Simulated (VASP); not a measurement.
Runs of VASP 6.6.1 on Ru. The structure is that of space group Fm-3m (No. 225), or close to it. The cells are those of the table. This isn't the form of Ru at room conditions, which is hcp.

```csv
level,potentials or basis,spin,U,cell,k mesh,smearing,gap on the mesh (eV),pressure (GPa),moment (μB)
r2SCAN+rVV10+U,"VASP PAW PBE potentials, release 64 (Ru_pv)","non-collinear, zero start, SOC",Ru d U = 4.5 eV,"a = 2.708 Å, angles 60.0°, 1 atom",12 × 12 × 12,methfessel-paxton 0.05 eV,-,-15.9,0.00
LDA,"VASP PAW LDA potentials, release 64 (Ru_pv)",off,-,"a = 2.634 Å, angles 60.0°, 1 atom",8 × 8 × 8,gaussian 0.15 eV,none,6.3,-
PBEsol+D3(BJ),"VASP PAW PBE potentials, release 64 (Ru_pv)","non-collinear, zero start, SOC",-,"a = 2.708 Å, angles 60.0°, 1 atom",12 × 12 × 12,fermi-dirac 0.05 eV,-,-21.4,0.00
PBE+D4,"VASP PAW PBE potentials, release 64 (Ru_pv)",off,-,"a = 2.708 Å, angles 60.0°, 1 atom",12 × 12 × 12,tetrahedron,none,(b),-
r2SCAN+D4+U,"VASP PAW PBE potentials, release 64 (Ru_pv)","non-collinear, zero start, SOC",Ru d U = 2.0 eV,"a = 2.708 Å, angles 60.0°, 1 atom",12 × 12 × 12,fermi-dirac 0.1 eV,-,(a),0.00
```

Alike in all rows: task single point; cutoff (eV) 520.

Problem. Estimate the missing entries.

Solution. (a) -13.2; (b) -10.1.

Caveats: some runs use coarse meshes; the cell stands under tension (at least some runs); the PAW data sets were made with another functional, which shifts forces and pressure a little (at least some runs); the U is typed as a test and isn't derived for this compound (at least some runs); three body term missing (at least some runs); tetrahedron occupations give inexact forces and stress in metals (at least some runs).

A k mesh can miss the band edges, and rows without SOC leave out spin-orbit coupling on Ru.

A gap of «none» marks levels without a gap at the run's occupations.
